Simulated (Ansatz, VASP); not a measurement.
## Zn: VASP beside Ansatz

```
CELL_PARAMETERS angstrom
2.59170 0.00000 0.00000
-1.29585 2.24448 0.00000
0.00000 0.00000 4.90178
ATOMIC_POSITIONS crystal
Zn 0.33333 0.66667 0.25000
Zn 0.66667 0.33333 0.75000
```

Alike in both runs: functional PBEsol; k mesh 18 × 18 × 8; occupations gaussian, width 0.1 eV; no spin polarisation.

Ansatz relaxed the structure, and its values are those at the end. VASP's run is a single point on that final structure, the one shown.

|  | VASP | Ansatz |
| --- | --- | --- |
| version | VASP 6.6.1 | Ansatz 0.2.0 |
| potentials or method | VASP PAW PBE potentials, release 64 (Zn), cutoff 520 eV | scalar-relativistic, plane waves, PAW |
| valence electrons in the cell | 24 | 24 |

```tsv
	VASP	Ansatz	Ansatz less VASP
gap on the k mesh at the Fermi level (eV)	none	none	-
pressure (GPa)	0.5	0.0	-0.46
```

VASP's potentials were made for PBE, not for PBEsol. A gap of «none» marks a metal or a gap that the smearing closes.
